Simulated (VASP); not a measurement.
# GaN (P6_3mc) in VASP: single point with LDA

Aim: the single point of GaN with LDA.

Everything below comes from runs of VASP 6.6.1. Logs are shortened: lines on timing, memory, paths and dates and some standing lists are left out, and cuts for length are marked.

## (1) The cell of the first run

Symmetry: P6_3mc, No. 186, hexagonal system. The conventional cell has a = 3.152 Å, b = 3.152 Å, c = 5.138 Å, α = 90.00°, β = 90.00°, γ = 120.00°. Ga (site symmetry 3m) has 4 N at 1.93 Å within 2.6 Å. Within 2.6 Å of Ga (site symmetry 3m) lie 4 N at 1.93 Å. Within 2.6 Å of N (site symmetry 3m) lie 4 Ga at 1.93 Å. N (site symmetry 3m) has 4 Ga at 1.93 Å within 2.6 Å.

## (2) Single point, LDA

Contents of INCAR:

```
PREC = Accurate
ENCUT = 520
EDIFF = 1E-7
ISMEAR = 0
SIGMA = 0.01
LREAL = Auto
LASPH = T
NELM = 80
ALGO = Normal
ISIF = 2
LWAVE = F
LCHARG = F
NBANDS = 186
```

Contents of KPOINTS:

```
Automatic mesh
0
Gamma
  2 2 2
  0.5 0.5 0.5
```

Contents of POSCAR:

```
GaN
1.0
   -4.7276984380     -2.7295379658      5.1384824325
    4.7276984380     -2.7295379658      5.1384824325
    0.0000000000      5.4590759316      5.1384824325
Ga N
18 18
Direct
    0.6108769889      0.6108769889      0.2775436555
    0.6108769889      0.2775436555      0.6108769889
    0.2775436555      0.9442103222      0.2775436555
    0.9442103222      0.2775436555      0.2775436555
    0.2775436555      0.6108769889      0.6108769889
    0.6108769889      0.9442103222      0.9442103222
    0.2775436555      0.2775436555      0.9442103222
    0.9442103222      0.9442103222      0.6108769889
    0.9442103222      0.6108769889      0.9442103222
    0.8886547666      0.5553214333      0.5553214333
    0.8886547666      0.2219881000      0.8886547666
    0.5553214333      0.8886547666      0.5553214333
    0.2219881000      0.2219881000      0.5553214333
    0.5553214333      0.5553214333      0.8886547666
    0.8886547666      0.8886547666      0.2219881000
    0.5553214333      0.2219881000      0.2219881000
    0.2219881000      0.8886547666      0.8886547666
    0.2219881000      0.5553214333      0.2219881000
    0.7363452334      0.7363452334      0.4030119000
    0.7363452334      0.4030119000      0.7363452334
    0.4030119000      0.0696785667      0.4030119000
    0.0696785667      0.4030119000      0.4030119000
    0.4030119000      0.7363452334      0.7363452334
    0.7363452334      0.0696785667      0.0696785667
    0.4030119000      0.4030119000      0.0696785667
    0.0696785667      0.0696785667      0.7363452334
    0.0696785667      0.7363452334      0.0696785667
    0.6807896778      0.3474563445      0.3474563445
    0.6807896778      0.0141230111      0.6807896778
    0.3474563445      0.6807896778      0.3474563445
    0.0141230111      0.0141230111      0.3474563445
    0.3474563445      0.3474563445      0.6807896778
    0.6807896778      0.6807896778      0.0141230111
    0.3474563445      0.0141230111      0.0141230111
    0.0141230111      0.6807896778      0.6807896778
    0.0141230111      0.3474563445      0.0141230111
```

Potentials or basis: VASP PAW LDA potentials, release 64 (Ga_d, N).

Started as:

```bash
cat potpaw_LDA.64/Ga_d/POTCAR potpaw_LDA.64/N/POTCAR > POTCAR
mpirun -np 1 vasp_std > vasp.out
```

OUTCAR:

```text
PREC = Accurate
   ENCUT = 520
   EDIFF = 1E-7
   ISMEAR = 0
   LREAL = Auto
   LASPH = T
   NELM = 80
   ISIF = 2

 ion  position               nearest neighbor table
   1  0.611  0.611  0.278-  33 1.93  30 1.93  28 1.93  19 1.93
   2  0.611  0.278  0.611-  29 1.93  28 1.93  32 1.93  20 1.93
   3  0.278  0.944  0.278-  34 1.93  31 1.93  30 1.93  21 1.93
   4  0.944  0.278  0.278-  36 1.93  31 1.93  28 1.93  22 1.93
   5  0.278  0.611  0.611-  35 1.93  30 1.93  32 1.93  23 1.93
   6  0.611  0.944  0.944-  29 1.93  33 1.93  34 1.93  24 1.93
[... 28 lines left out ...]
  35  0.014  0.681  0.681-   9 1.93   8 1.93   5 1.93  10 1.93
  36  0.014  0.347  0.014-   9 1.93   4 1.93   7 1.93  11 1.93

  LATTYP: Found a trigonal (rhomboedric) cell.
 ALAT       =     7.4970335291
 COS(alpha) =     0.2046640328

  Lattice vectors:

 A1 = (  -4.7276984380,  -2.7295379658,   5.1384824325)
 A2 = (   4.7276984380,  -2.7295379658,   5.1384824325)
 A3 = (   0.0000000000,   5.4590759316,   5.1384824325)

Analysis of symmetry for initial positions (statically):
=====================================================================
 Subroutine PRICEL returns following result:

  LATTYP: Found a hexagonal cell.
 ALAT       =     3.1517989593
 C/A-ratio  =     1.6303331840

  Lattice vectors:

 A1 = (   1.5758994796,   2.7295379663,   0.0000000000)
 A2 = (  -3.1517989593,   0.0000000000,   0.0000000000)
 A3 = (  -0.0000000000,  -0.0000000011,   5.1384824325)

   9 primitive cells build up your supercell.

 Routine SETGRP: Setting up the symmetry group for a
 trigonal (rhombohedral) supercell.

 Subroutine GETGRP returns: Found  6 space group operations
 (whereof  6 operations were pure point group operations)
 out of a pool of 12 trial point group operations.

The static configuration has the point symmetry C_3v.

Analysis of symmetry for dynamics (positions and initial velocities):
=====================================================================
 Subroutine PRICEL returns following result:

  LATTYP: Found a hexagonal cell.
 ALAT       =     3.1517989593
 C/A-ratio  =     1.6303331840

  Lattice vectors:

 A1 = (   1.5758994796,   2.7295379663,   0.0000000000)
 A2 = (  -3.1517989593,   0.0000000000,   0.0000000000)
 A3 = (  -0.0000000000,  -0.0000000011,   5.1384824325)

   9 primitive cells build up your supercell.

 Routine SETGRP: Setting up the symmetry group for a
 trigonal (rhombohedral) supercell.

 Subroutine GETGRP returns: Found  6 space group operations
 (whereof  6 operations were pure point group operations)
 out of a pool of 12 trial point group operations.

The dynamic configuration has the point symmetry C_3v.

 Subroutine INISYM returns: Found  6 space group operations
 (whereof  6 operations are pure point group operations),
 and found     9 'primitive' translations

----------------------------------------------------------------------------------------

                                     Primitive cell

  volume of cell :      44.2061

  direct lattice vectors                    reciprocal lattice vectors
     1.575899480  2.729537966  0.000000000     0.000000000  0.366362371  0.000000000
    -3.151798959  0.000000000  0.000000000    -0.317279120  0.183181185  0.000000000
    -0.000000000 -0.000000001  5.138482433     0.000000000  0.000000000  0.194609987

  length of vectors
     3.151798959  3.151798959  5.138482433     0.366362371  0.366362371  0.194609987

  position of ions in fractional coordinates (direct lattice)
     0.333333334  0.666666667  0.499297633
     0.666666668  0.333333334  0.999297633
     0.333333334  0.666666667  0.875702367
     0.666666667  0.333333334  0.375702367

  ion indices of the primitive-cell ions
   primitive index   ion index
                 1           1
                 2          15
                 3          19
                 4          33

----------------------------------------------------------------------------------------

 KPOINTS: Automatic mesh

Automatic generation of k-mesh.
 Grid dimensions read from file:
 generate k-points for:    2    2    2

 Generating k-lattice:

  Cartesian coordinates                     Fractional coordinates (reciprocal lattice)
    -0.052879853 -0.030530198  0.032434998     0.500000000  0.000000000  0.000000000
     0.052879853 -0.030530198  0.032434998     0.000000000  0.500000000  0.000000000
     0.000000000  0.061060395  0.032434998     0.000000000  0.000000000  0.500000000

  Length of vectors
     0.069140444  0.069140444  0.069140444

  Shift w.r.t. Gamma in fractional coordinates (k-lattice)
     0.500000000  0.500000000  0.500000000

 Subroutine IBZKPT returns following result:
 ===========================================

 Found      2 irreducible k-points:

 Following reciprocal coordinates:
            Coordinates               Weight
  0.250000  0.250000  0.250000      2.000000
 -0.250000  0.250000  0.250000      6.000000
   k-points           NKPTS =      2   k-points in BZ     NKDIM =      2   number of bands    NBANDS=    186
   number of dos      NEDOS =    301   number of ions     NIONS =     36
   total plane-waves  NPLWV = 175616
   dimension x,y,z NGX =    56 NGY =   56 NGZ =   56
   dimension x,y,z NGXF=   112 NGYF=  112 NGZF=  112
   ions per type =              18  18
   NGX,Y,Z   is equivalent  to a cutoff of  12.42, 12.42, 12.42 a.u.
   NGXF,Y,Z  is equivalent  to a cutoff of  24.84, 24.84, 24.84 a.u.
 SYSTEM =  unknown system
   PREC   = accura    normal or accurate (medium, high low for compatibility)
   ISTART =      0    job   : 0-new  1-cont  2-samecut
   ICHARG =      2    charge: 1-file 2-atom 10-const
   ISPIN  =      1    spin polarized calculation?
   LNONCOLLINEAR =      F non collinear calculations
   LSORBIT =      F    spin-orbit coupling
   LASPH  =      T    aspherical Exc in radial PAW
   ENCUT  =  520.0 eV  38.22 Ry    6.18 a.u.  13.94 13.94 13.94*2*pi/ulx,y,z
   NELM   =     80;   NELMIN=  2; NELMDL= -5     # of ELM steps
   EDIFF  = 0.1E-06   stopping-criterion for ELM
   LREAL  =      T    real-space projection
   EDIFFG = 0.1E-05   stopping-criterion for IOM
   NSW    =      0    number of steps for IOM
   IBRION =     -1    ionic relax: 0-MD 1-quasi-New 2-CG
   NFREE  =      0    steps in history (QN), initial steepest desc. (CG)
   ISIF   =      2    stress and relaxation
   ISYM   =      2    0-nonsym 1-usesym 2-fastsym
   POTIM  = 0.5000    time-step for ionic-motion
   TEBEG  =    0.0;   TEEND  =   0.0 temperature during run
   PSTRESS=    0.0 pullay stress
   NELECT =     324.0000    total number of electrons
   NUPDOWN=      -1.0000    fix difference up-down
   EMIN   =  10.00;   EMAX   =-10.00  energy-range for DOS
   EFERMI =   0.00;   METHOD = LEGACY
   ISMEAR =     0;   SIGMA  =   0.01  broadening in eV -4-tet -1-fermi 0-gaus
   EFERMI_NEDOS =   21; number of points for ismear=-14 and -15
   IALGO  =     38    algorithm
   IMIX   =      4    mixing-type and parameters
     AMIX     =   0.40;   BMIX     =  1.00
     AMIX_MAG =   1.60;   BMIX_MAG =  1.00
  volume/ion in A,a.u.               =      11.05        74.58
  Fermi-wavevector in a.u.,A,eV,Ry     =   1.528791  2.888996 31.799568  2.337202
  Thomas-Fermi vector in A             =   2.636501
   LORBIT       =      0    0 simple, 1 ext, 2 COOP (PROOUT), +10 PAW based schemes
   GGA     = CA    functional components
   LHFCALC =     F    Hartree Fock is set to
   AEXX    =    0.0000 exact exchange contribution
   IVDW    =     0    specifies the selected vdW correction
   LEPSILON=     F    determine dielectric tensor
   LRPA    =     F    only Hartree local field effects (RPA)
 non-spin polarized calculation
 Gauss-broadening in eV      SIGMA  =   0.01
  energy-cutoff  :      520.00
  volume of cell :      397.86
 maximum number of plane-waves:     10720
   NGX = 27   NGY = 27   NGZ = 27

 number of electron     324.0000011 magnetization

 Free energy of the ion-electron system (eV)
  ---------------------------------------------------
  ext. energy  EPLUGINS =         0.00000000
  ---------------------------------------------------
  free energy    TOTEN  =      -251.18105205 eV

  energy without entropy =     -251.18105205  energy(sigma->0) =     -251.18105205

 E-fermi :   5.3353     XC(G=0): -12.2984

 val. band max:        5.2772669174   @ k =   0.2500   0.2500   0.2500
 cond. band min:       8.7377132111   @ k =   0.2500   0.2500   0.2500
 fundamental gap:      3.4604462938
 Fermi energy:         5.3353018991

 k-point     1 :       0.2500    0.2500    0.2500
  band No.  band energies     occupation
      1     -10.5114      2.00000
      2      -9.9074      2.00000
      3      -9.9074      2.00000
      4      -9.9074      2.00000
      5      -9.7960      2.00000
      6      -9.7137      2.00000
[... 166 lines left out ...]
    173      10.6773      0.00000
    174      11.2025      0.00000

 k-point     2 :      -0.2500    0.2500    0.2500
  band No.  band energies     occupation
      1     -10.4049      2.00000
      2     -10.0335      2.00000
      3      -9.9207      2.00000
      4      -9.9207      2.00000
      5      -9.8261      2.00000
      6      -9.7087      2.00000
[... 166 lines left out ...]
    173      11.0469      0.00000
    174      11.1124      0.00000
 [bands above 174 left out]

------------------------ aborting loop because EDIFF is reached ----------------------------------------

  FORCE on cell =-STRESS in cart. coord.  units (eV):
  Direction    XX          YY          ZZ          XY          YZ          ZX
  --------------------------------------------------------------------------------------
  -------------------------------------------------------------------------------------
  Total        2.8191635      2.8191635      2.6427662      0.0000000      0.0000000      0.0000000
  in kB       11.3528738     11.3528738     10.6425156      0.0000000      0.0000000      0.0000000
  external PRESSURE =      11.1160878 kB  Pullay stress =       0.0000000 kB

 VOLUME and BASIS-vectors are now :
 -----------------------------------------------------------------------------
  energy-cutoff  :      520.00
  volume of cell :      397.86
      direct lattice vectors                 reciprocal lattice vectors
    -4.727698438 -2.729537966  5.138482433    -0.105759707 -0.061060395  0.064869996
     4.727698438 -2.729537966  5.138482433     0.105759707 -0.061060395  0.064869996
     0.000000000  5.459075932  5.138482433     0.000000000  0.122120790  0.064869996

 POSITION                                       TOTAL-FORCE (eV/Angst)
 -----------------------------------------------------------------------------------
      0.00000     -1.81969      7.70411         0.000000     -0.000000      0.002405
     -1.57590      0.90985      7.70411         0.000000     -0.000000      0.002405
      3.15180     -1.81969      7.70411         0.000000      0.000000      0.002405
     -3.15180     -1.81969      7.70411         0.000000     -0.000000      0.002405
      1.57590      0.90985      7.70411         0.000000     -0.000000      0.002405
      1.57590      0.90985     12.84260         0.000000     -0.000000      0.002405
[... 28 lines left out ...]
      3.15180      1.81969      7.06902         0.000000     -0.000000     -0.000733
      1.57590     -0.90985      1.93054         0.000000     -0.000000     -0.000733
 -----------------------------------------------------------------------------------
    total drift:                               -0.000000      0.000000      0.024803

  FREE ENERGIE OF THE ION-ELECTRON SYSTEM (eV)
  ---------------------------------------------------
  free  energy   TOTEN  =      -251.1810520515 eV

  energy  without entropy=     -251.1810520515  energy(sigma->0) =     -251.18105205
```

Wall time 4.3 min (1 thread of Intel Xeon Platinum 8488C (Sapphire Rapids), shared host); peak memory 0.38 GiB.

What came out:

```
Free energy            : -251.1811 eV
Pressure               : 1.1 GPa
Largest force          : 0.004 eV/Å
Band gap on the k mesh : 3.46 eV
```

Forces in eV/Å, atoms in the order of the input:
```
Ga   0.000  0.000  0.002
Ga   0.000  0.000  0.002
Ga   0.000  0.000  0.002
Ga   0.000  0.000  0.002
Ga   0.000  0.000  0.002
Ga   0.000  0.000  0.002
Ga   0.000  0.000  0.002
Ga   0.000  0.000  0.002
Ga   0.000  0.000  0.002
Ga   0.000  0.000  0.002
Ga   0.000  0.000  0.002
Ga   0.000  0.000  0.002
Ga   0.000  0.000  0.002
Ga   0.000  0.000  0.002
Ga   0.000  0.000  0.002
Ga   0.000  0.000  0.002
Ga   0.000  0.000  0.002
Ga   0.000  0.000  0.002
N    0.000  0.000 -0.004
N    0.000  0.000 -0.004
N    0.000  0.000 -0.004
N    0.000  0.000 -0.004
N    0.000  0.000 -0.004
N    0.000  0.000 -0.004
N    0.000  0.000 -0.004
N    0.000  0.000 -0.004
N    0.000  0.000 -0.004
N    0.000  0.000 -0.001
N    0.000  0.000 -0.001
N    0.000  0.000 -0.001
N    0.000  0.000 -0.001
N    0.000  0.000 -0.001
N    0.000  0.000 -0.001
N    0.000  0.000 -0.001
N    0.000  0.000 -0.001
N    0.000  0.000 -0.001
```
